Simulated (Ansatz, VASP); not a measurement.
# TaN in VASP and in Ansatz

The input INCAR:

```
SYSTEM = TaN
ALGO = Normal
EDIFF = 1E-7
EDIFFG = -0.01
ENCUT = 700
GGA = CA
GGA_COMPAT = .False.
IBRION = 2
ISIF = 3
ISMEAR = -1
LASPH = .True.
LCHARG = .False.
LREAL = .False.
LWAVE = .False.
NELM = 120
NELMIN = 4
NSW = 80
PREC = Accurate
SIGMA = 0.1
```

KPOINTS

```
k-points
0
Gamma
  12 12 11
  0 0 0
```

File POSCAR:

```
TaN
1.0
    2.9380000000      0.0000000000      0.0000000000
   -1.4690000000      2.5443826400      0.0000000000
    0.0000000000      0.0000000000      2.8830000000
Ta N
1 1
Direct
    0.3333333300      0.6666666700      0.5000000000
    0.0000000000      0.0000000000      0.0000000000
```

Input for Ansatz:

```yaml
crystal:
  lattice:
    - [2.938, 0.0, 0.0]
    - [-1.469, 2.54438264, 0.0]
    - [0.0, 0.0, 2.883]
  atoms:
    - { symbol: Ta, position: [0.33333333, 0.66666667, 0.5] }
    - { symbol: "N", position: [0.0, 0.0, 0.0] }
  symmetry: { tolerance: 0.0003 }
hamiltonian:
  xc: lda
  pseudopotentials: { kind: paw, azcp: { folder: soft_1 } }
basis:
  ecutwfc: 420
magnetization:
  spin_polarized: false
scf:
  occupations: { method: fermi_dirac, width: 0.1 }
kpoints:
  mp_grid: { grid: [12, 12, 11], shift: [0, 0, 0] }
output:
  forces: true
  stress: true
  eigenvalues: true
relax:
  max_steps: 60
  cell: {}
```

Alike in both runs: task relaxation of cell and atoms; functional LDA; k mesh 12 × 12 × 11; occupations fermi-dirac, width 0.1 eV; no spin polarisation.

|  | VASP | Ansatz |
| --- | --- | --- |
| version | VASP 6.6.1 | Ansatz 0.2.0 |
| potentials or method | VASP PAW LDA potentials, release 64 (Ta_sv_GW, N), cutoff 700 eV | PAW plane waves |
| valence electrons in the cell | 18 | 18 |

VASP gave:

| Property | Result |
| --- | --- |
| gap on the k mesh at the Fermi level, each at its own relaxed structure (eV) | none |
| relaxed volume (Å³/atom) | 10.47 |
| relaxed length of the cell vector where the two differ most in proportion (Å) | 2.910 |

**Question.** What did Ansatz give for the same quantities?

**Answer.** gap on the k mesh at the Fermi level, each at its own relaxed structure (eV): none; relaxed volume (Å³/atom): 10.43; relaxed length of the cell vector where the two differ most in proportion (Å): 2.907.

Ansatz warns that its potentials were made for another functional, while VASP's fit it. LDA's correlation is that of Perdew and Zunger in VASP and of Perdew and Wang (1992) in Ansatz. A gap of «none» marks a metal or a gap that the smearing closes.

Spin-orbit coupling is off throughout.
